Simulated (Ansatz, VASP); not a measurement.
HfC: VASP beside Ansatz

```xyz
4
Lattice="3.3429 0.0000 0.0000 -1.6714 2.8950 0.0000 0.0000 0.0000 5.2027" Properties=species:S:1:pos:R:3 pbc="T T T"
Hf    0.0000    1.9300    1.3007
Hf    1.6714    0.9650    3.9020
C     0.0000    0.0000    2.6014
C     0.0000    0.0000    0.0000
```

Alike in both runs: functional PBEsol; k mesh 9 × 9 × 5; occupations fermi-dirac, width 0.05 eV; non-collinear spin, spin-orbit coupling.

|  | VASP | Ansatz |
| --- | --- | --- |
| version | VASP 6.6.1 | Ansatz 0.2.0 |
| potentials or method | VASP PAW PBE potentials, release 64 (Hf_pv, C) | Ansatz PAW |
| plane-wave cutoff (eV) | 520 | 420 |
| valence electrons in the cell | 28 | 60 |
| task | single point | band structure |

Ansatz gave:

```
pressure (GPa)                                                : -7.9
traceless stress, the component that is largest in VASP (GPa) : 2.12
net moment per atom (μB)                                      : 0.00
```

Task: Estimate VASP's values.

Result: Pressure (GPa): -7.9; traceless stress, the component that is largest in VASP (GPa): 2.10; net moment per atom (μB): 0.00.

VASP's potentials were made for PBE, not for PBEsol. VASP's potentials hold 28 valence electrons a cell and Ansatz's 60, so a difference there can come from the potentials and not from the codes.
